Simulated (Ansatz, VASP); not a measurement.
# Two plane-wave programs on BN

```xyz
2
Lattice="0.0000 1.8220 1.8220 1.8220 0.0000 1.8220 1.8220 1.8220 0.0000" Properties=species:S:1:pos:R:3 pbc="T T T"
B     0.0000    0.0000    0.0000
N     0.9110    0.9110    0.9110
```

Alike in both runs: functional RPBE; k mesh 8 × 8 × 8; no spin polarisation.

Ansatz relaxed the structure, and its values are those at the end. VASP's run is a single point on that final structure, the one shown.

```csv
,VASP,Ansatz
version,VASP 6.6.1,Ansatz 0.2.0
potentials or method,"VASP PAW PBE potentials, release 64 (B, N), cutoff 520 eV","plane waves, PAW"
occupations,"gaussian, width 0.01 eV",fixed
valence electrons in the cell,8,8
```

Ansatz gave:

* pressure (GPa): 0.0

Which values does VASP return?

Pressure (GPa): 0.1.

VASP's potentials were made for PBE, not for RPBE. Ansatz's warnings: stress scf threshold loose.
